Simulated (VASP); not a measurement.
Crystal: Ca2HfH8.

```
Ca Hf H
1.0
     3.23897   -3.23897    0.00000
     3.23897    3.23897    0.00000
     0.00000    0.00000    5.95478
Ca Hf H
2 1 8
Direct
  0.00000 0.00000 0.00000
  0.50000 0.50000 0.25000
  0.00000 0.00000 0.50000
  0.69500 0.30500 0.00000
  0.69500 0.30500 0.50000
  0.30500 0.69500 0.00000
  0.30500 0.69500 0.50000
  0.80500 0.80500 0.25000
  0.80500 0.80500 0.75000
  0.19500 0.19500 0.25000
  0.19500 0.19500 0.75000
```

This cell differs from its parent crystal: atoms taken out.

| Quantity | Value |
| --- | --- |
| Program | VASP 6.6.1 |
| Task | relaxation of cell and atoms |
| Functional | PBE |
| Potentials or basis | VASP PAW PBE potentials, release 64 (Ca_sv, Hf_pv, H) |
| Cutoff | 600 eV |
| k mesh | 4 × 4 × 4 |
| Occupations | gaussian, width 0.1 eV |
| Spin | no spin polarisation |

At the start: pressure 16.5 GPa; volume 11.36 Å³/atom.

Problem. How do energy, volume and symmetry change on relaxing?

Solution. Over 28 steps the energy falls by 283.4 meV/atom and the volume is 16.27 Å³/atom (+43.3 %); space group Cmm2 (No. 35, to 0.1 Å) before and after.

The path:
```tsv
step	energy change (eV)	largest force (eV/Å)	pressure (GPa)	volume (Å³)
1	0.0000	1.7154	16.51	124.94
2	-1.9920	1.2140	3.89	147.24
3	-2.2549	1.1722	-2.75	172.62
4	-2.3140	1.2069	-1.32	165.15
5	-2.3149	1.2115	-1.01	163.77
6	-2.6106	0.7914	-0.37	164.46
7	-2.7563	0.6235	0.80	165.32
8	-2.8372	0.4514	0.37	168.12
9	-2.8566	0.5860	0.11	170.25
10	-2.9159	0.4068	-0.30	172.36
11	-2.9514	0.6968	-0.83	175.62
12	-3.0124	0.3259	-0.62	175.66
13	-3.0538	0.2978	-0.27	175.71
14	-3.0713	0.1662	0.12	174.88
15	-3.0739	0.2697	0.34	174.42
16	-3.0881	0.1123	0.30	174.78
17	-3.0923	0.1758	0.28	175.12
18	-3.1007	0.0911	-0.02	176.40
19	-3.1012	0.1357	-0.13	176.84
20	-3.1067	0.0668	-0.05	176.95
21	-3.1091	0.0962	0.05	177.07
22	-3.1121	0.1185	0.11	177.41
23	-3.1122	0.1515	0.12	177.46
24	-3.1142	0.0747	0.01	178.23
25	-3.1142	0.0761	0.00	178.25
26	-3.1153	0.0517	-0.04	178.51
27	-3.1164	0.0666	-0.15	179.16
28	-3.1172	0.0339	-0.09	179.01
```

Final structure:
```
Ca Hf H
1.0
     3.52063   -3.57929    0.00000
     3.52063    3.57929    0.00000
     0.00000    0.00000    7.10300
Ca Hf H
2 1 8
Direct
  0.00000 0.00000 0.00572
  0.50000 0.50000 0.25122
  0.00000 0.00000 0.51720
  0.70186 0.29814 0.03054
  0.74944 0.25056 0.43767
  0.29814 0.70186 0.03054
  0.25056 0.74944 0.43767
  0.82087 0.82087 0.29723
  0.81940 0.81940 0.72248
  0.17913 0.17913 0.29723
  0.18060 0.18060 0.72248
```

Caveat: the cell differs from its parent crystal (atoms taken out); the volume moved by over 15 % at a fixed basis, so the end points are rough.
